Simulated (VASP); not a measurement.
# KSn4O (F-43m) in VASP: single point with PBE

Aim: the single point of KSn4O with PBE.

Program: VASP 6.6.1. These are calculated values, not measurements. Logs are shortened: lines on timing, memory, paths and dates and some standing lists are left out, and cuts for length are marked.

### Step 1. The cell of the first run

Symmetry: F-43m, No. 216, cubic system. The conventional cell has a = 8.359 Å, b = 8.359 Å, c = 8.359 Å, α = 90.00°, β = 90.00°, γ = 90.00°. Within 4.6 Å of K (site symmetry -43m) lie 12 Sn at 3.47 Å and 4 O at 3.62 Å. Within 3.8 Å of Sn (site symmetry 3m) lie 6 Sn at 2.91 to 3.00 Å and 3 O at 3.46 Å and 3 K at 3.47 Å. Within 4.5 Å of O (site symmetry -43m) lie 12 Sn at 3.46 Å and 4 K at 3.62 Å.

The cell was built from a structure type or drawn by symmetry, and may not be a known phase.

### Step 2. Single point, PBE

Input file INCAR:

```
PREC = Accurate
ENCUT = 520
EDIFF = 1E-6
ISMEAR = 0
SIGMA = 0.1
LREAL = F
LASPH = T
NELM = 80
ALGO = Normal
ISIF = 2
LWAVE = F
LCHARG = F
GGA = PE
NBANDS = 44
```

Input file KPOINTS:

```
Automatic mesh
0
Gamma
  4 4 4
```

Input file POSCAR:

```
KSn4O
1.0
    0.0000000000      4.1794841000      4.1794841000
    4.1794841000      0.0000000000      4.1794841000
    4.1794841000      4.1794841000      0.0000000000
K Sn O
1 4 1
Direct
    0.0000000000      0.0000000000      0.0000000000
    0.1309999200      0.6230000300      0.6230000300
    0.6230000300      0.6230000300      0.6230000300
    0.6230000300      0.1309999200      0.6230000300
    0.6230000300      0.6230000300      0.1309999200
    0.2500000000      0.2500000000      0.2500000000
```

Potentials or basis: VASP PAW PBE potentials, release 64 (K_sv, Sn_d, O).

On the command line:

```bash
> cat potpaw_PBE.64/K_sv/POTCAR potpaw_PBE.64/Sn_d/POTCAR potpaw_PBE.64/O/POTCAR > POTCAR
> mpirun -np 1 vasp_std > vasp.out
```

OUTCAR:

```text
PREC = Accurate
   ENCUT = 520
   EDIFF = 1E-6
   ISMEAR = 0
   LREAL = F
   LASPH = T
   NELM = 80
   ISIF = 2
   GGA = PE

 ion  position               nearest neighbor table
   1  0.000  0.000  0.000-   2 3.47   4 3.47   5 3.47   3 3.47   3 3.47   3 3.47   2 3.47   5 3.47
                             4 3.47   2 3.47   4 3.47   5 3.47
   2  0.131  0.623  0.623-   3 2.91   4 2.91   5 2.91   4 3.00   5 3.00   3 3.00   1 3.47   1 3.47
                             1 3.47
   3  0.623  0.623  0.623-   2 2.91   4 2.91   5 2.91   2 3.00   4 3.00   5 3.00   1 3.47   1 3.47
                             1 3.47
   4  0.623  0.131  0.623-   2 2.91   3 2.91   5 2.91   2 3.00   5 3.00   3 3.00   1 3.47   1 3.47
                             1 3.47
   5  0.623  0.623  0.131-   2 2.91   3 2.91   4 2.91   4 3.00   2 3.00   3 3.00   1 3.47   1 3.47
                             1 3.47
   6  0.250  0.250  0.250-

  LATTYP: Found a face centered cubic cell.
 ALAT       =     8.3589682000

  Lattice vectors:

 A1 = (   0.0000000000,   4.1794841000,   4.1794841000)
 A2 = (   4.1794841000,   0.0000000000,   4.1794841000)
 A3 = (   4.1794841000,   4.1794841000,   0.0000000000)

Analysis of symmetry for initial positions (statically):
=====================================================================
 Subroutine PRICEL returns:
 Original cell was already a primitive cell.

 Routine SETGRP: Setting up the symmetry group for a
 face centered cubic supercell.

 Subroutine GETGRP returns: Found 24 space group operations
 (whereof 24 operations were pure point group operations)
 out of a pool of 48 trial point group operations.

The static configuration has the point symmetry T_d .

Analysis of symmetry for dynamics (positions and initial velocities):
=====================================================================
 Subroutine PRICEL returns:
 Original cell was already a primitive cell.

 Routine SETGRP: Setting up the symmetry group for a
 face centered cubic supercell.

 Subroutine GETGRP returns: Found 24 space group operations
 (whereof 24 operations were pure point group operations)
 out of a pool of 48 trial point group operations.

The dynamic configuration has the point symmetry T_d .

 Subroutine INISYM returns: Found 24 space group operations
 (whereof 24 operations are pure point group operations),
 and found     1 'primitive' translations

----------------------------------------------------------------------------------------

[... 86 lines left out ...]
   NSW    =      0    number of steps for IOM
   IBRION =     -1    ionic relax: 0-MD 1-quasi-New 2-CG
   NFREE  =      0    steps in history (QN), initial steepest desc. (CG)
   ISIF   =      2    stress and relaxation
   ISYM   =      2    0-nonsym 1-usesym 2-fastsym
   POTIM  = 0.5000    time-step for ionic-motion
   TEBEG  =    0.0;   TEEND  =   0.0 temperature during run
   PSTRESS=    0.0 pullay stress
   NELECT =      71.0000    total number of electrons
   NUPDOWN=      -1.0000    fix difference up-down
   EMIN   =  10.00;   EMAX   =-10.00  energy-range for DOS
   EFERMI =   0.00;   METHOD = LEGACY
   ISMEAR =     0;   SIGMA  =   0.10  broadening in eV -4-tet -1-fermi 0-gaus
   EFERMI_NEDOS =   21; number of points for ismear=-14 and -15
   IALGO  =     38    algorithm
   IMIX   =      4    mixing-type and parameters
     AMIX     =   0.40;   BMIX     =  1.00
     AMIX_MAG =   1.60;   BMIX_MAG =  1.00
  volume/ion in A,a.u.               =      24.34       164.23
  Fermi-wavevector in a.u.,A,eV,Ry     =   1.287345  2.432729 22.548351  1.657257
  Thomas-Fermi vector in A             =   2.419365
   LORBIT       =      0    0 simple, 1 ext, 2 COOP (PROOUT), +10 PAW based schemes
   GGA     = PE    functional components
   LHFCALC =     F    Hartree Fock is set to
   AEXX    =    0.0000 exact exchange contribution
   IVDW    =     0    specifies the selected vdW correction
   LEPSILON=     F    determine dielectric tensor
   LRPA    =     F    only Hartree local field effects (RPA)
 non-spin polarized calculation
 Gauss-broadening in eV      SIGMA  =   0.10
  energy-cutoff  :      520.00
  volume of cell :      146.02
 maximum number of plane-waves:      3972
 NGX is ok and might be reduce to    48
   NGX = 21   NGY = 21   NGZ = 21

 number of electron      71.0000003 magnetization

 Free energy of the ion-electron system (eV)
  ---------------------------------------------------
  ext. energy  EPLUGINS =         0.00000000
  ---------------------------------------------------
  free energy    TOTEN  =       -19.65170429 eV

  energy without entropy =      -19.62970564  energy(sigma->0) =      -19.64070496

 E-fermi :   5.7306     XC(G=0):  -9.8878

 val. band max:        5.6727579781   @ k =  -0.2500   0.5000   0.2500
 cond. band min:       5.9353656066   @ k =   0.5000   0.2500   0.0000
 fundamental gap:      0.2626076285
 Fermi energy:         5.7305551699

 k-point     1 :       0.0000    0.0000    0.0000
  band No.  band energies     occupation
      1     -24.3037      2.00000
      2     -15.9258      2.00000
      3     -15.7719      2.00000
      4     -15.7719      2.00000
      5     -15.7719      2.00000
      6     -15.7673      2.00000
[... 365 lines left out ...]
     43      11.1098      0.00000
     44      11.1456      0.00000

------------------------ aborting loop because EDIFF is reached ----------------------------------------

  FORCE on cell =-STRESS in cart. coord.  units (eV):
  Direction    XX          YY          ZZ          XY          YZ          ZX
  --------------------------------------------------------------------------------------
  -------------------------------------------------------------------------------------
  Total        5.9913223      5.9913223      5.9913223      0.0000000      0.0000000      0.0000000
  in kB       65.7408379     65.7408379     65.7408379      0.0000000      0.0000000      0.0000000
  external PRESSURE =      65.7408379 kB  Pullay stress =       0.0000000 kB

 VOLUME and BASIS-vectors are now :
 -----------------------------------------------------------------------------
  energy-cutoff  :      520.00
  volume of cell :      146.02
      direct lattice vectors                 reciprocal lattice vectors
     0.000000000  4.179484100  4.179484100    -0.119631990  0.119631990  0.119631990
     4.179484100  0.000000000  4.179484100     0.119631990 -0.119631990  0.119631990
     4.179484100  4.179484100  0.000000000     0.119631990  0.119631990 -0.119631990

 POSITION                                       TOTAL-FORCE (eV/Angst)
 -----------------------------------------------------------------------------------
      0.00000      0.00000      0.00000         0.000000     -0.000000      0.000000
      5.20764      3.15133      3.15133         0.325132     -0.325132     -0.325132
      5.20764      5.20764      5.20764         0.325132      0.325132      0.325132
      3.15133      5.20764      3.15133        -0.325132      0.325132     -0.325132
      3.15133      3.15133      5.20764        -0.325132     -0.325132      0.325132
      2.08974      2.08974      2.08974         0.000000     -0.000000      0.000000
 -----------------------------------------------------------------------------------
    total drift:                               -0.000041     -0.000041     -0.000041

  FREE ENERGIE OF THE ION-ELECTRON SYSTEM (eV)
  ---------------------------------------------------
  free  energy   TOTEN  =       -19.6517042865 eV

  energy  without entropy=      -19.6297056385  energy(sigma->0) =      -19.64070496
```

OSZICAR:

```text
N       E                     dE             d eps       ncg     rms          rms(c)
DAV:   1     0.834575170668E+03    0.83458E+03   -0.34626E+04   716   0.239E+03
DAV:   2     0.121148648241E+03   -0.71343E+03   -0.69860E+03   704   0.632E+02
DAV:   3    -0.116729379760E+02   -0.13282E+03   -0.12878E+03   812   0.224E+02
DAV:   4    -0.225460216034E+02   -0.10873E+02   -0.10763E+02   916   0.614E+01
DAV:   5    -0.229596262992E+02   -0.41360E+00   -0.41297E+00  1120   0.108E+01    0.120E+01
DAV:   6    -0.244139576820E+02   -0.14543E+01   -0.26774E+01   912   0.186E+01    0.241E+01
DAV:   7    -0.201555611519E+02    0.42584E+01   -0.77063E+01   940   0.833E+00    0.528E+00
DAV:   8    -0.197165772656E+02    0.43898E+00   -0.19336E+00   748   0.437E+00    0.257E+00
DAV:   9    -0.197148112393E+02    0.17660E-02   -0.14824E+00   928   0.264E+00    0.251E+00
DAV:  10    -0.196846911614E+02    0.30120E-01   -0.13369E+00   864   0.207E+00    0.175E+00
DAV:  11    -0.196508068467E+02    0.33884E-01   -0.23851E-01  1032   0.897E-01    0.136E-01
DAV:  12    -0.196516917510E+02   -0.88490E-03   -0.75763E-03   800   0.312E-01    0.842E-02
DAV:  13    -0.196517353883E+02   -0.43637E-04   -0.42906E-04  1032   0.713E-02    0.587E-02
DAV:  14    -0.196517155556E+02    0.19833E-04   -0.65386E-05   792   0.460E-02    0.340E-02
DAV:  15    -0.196517032685E+02    0.12287E-04   -0.68027E-05   732   0.158E-02    0.376E-03
DAV:  16    -0.196517043480E+02   -0.10795E-05   -0.32668E-06   572   0.971E-03    0.644E-03
DAV:  17    -0.196517042865E+02    0.61553E-07   -0.38065E-07   436   0.324E-03
   1 F= -.19651704E+02 E0= -.19640705E+02  d E =-.219986E-01
```

stdout:

```text
POSCAR found type information on POSCAR K SnO
 POSCAR found :  3 types and       6 ions
 scaLAPACK will be used
 LDA part: xc-table for (Slater+PW92), standard interpolation
 POSCAR, INCAR and KPOINTS ok, starting setup
 FFT: planning ... GRIDC
 FFT: planning ... GRID_SOFT
 FFT: planning ... GRID
 WAVECAR not read
 entering main loop
```

Run time: 1.9 min. Hardware: 1 thread of Intel Xeon 8259CL, shared host; peak memory 0.34 GiB.

Results:

- Free energy: -19.6517 eV
- Pressure: 6.6 GPa
- Largest force: 0.563 eV/Å
- Band gap on the k mesh: zero (an odd number of electrons rules out a gap without spin polarisation)

Forces in eV/Å, atoms in the order of the input:
```
K    0.000  0.000  0.000
Sn   0.325 -0.325 -0.325
Sn   0.325  0.325  0.325
Sn  -0.325  0.325 -0.325
Sn  -0.325 -0.325  0.325
O    0.000  0.000  0.000
```

Caveat: the cell stands under pressure; spin-orbit coupling is left out, which moves the levels of the heavy elements; an odd number of electrons without spin polarisation forces a metal; a magnetic or distorted state may lie lower.
